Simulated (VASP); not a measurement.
Runs of VASP 6.6.1 on Sc3Mo. The structure is that of space group Pm-3m (No. 221), or close to it. The cells are those of the table. 

```csv
task,cell,k mesh,cutoff (eV),gap on the mesh (eV),pressure (GPa)
single point,"a = 4.172 Å, 4 atoms",4 × 4 × 4,520,none,(a)
relaxation of cell and atoms,"relaxed from a = 4.172 Å, 4 atoms",4 × 4 × 4,600,none,0.0
single point,"a = 4.367 Å, 4 atoms",10 × 10 × 10,520,none,0.1
single point,"a = 4.376 Å, 4 atoms",4 × 4 × 4,520,none,0.0
```

Alike in all rows: level PBE; potentials or basis VASP PAW PBE potentials, release 64 (Sc_sv, Mo_sv); no spin polarisation; smearing gaussian 0.1 eV.

Task: Fill in the values left out.

Result: (a) 14.1.

Caveats: some runs use coarse meshes.

A k mesh can miss the band edges, and the runs leave out spin-orbit coupling on Mo.

A gap of «none» marks levels without a gap at the run's occupations.
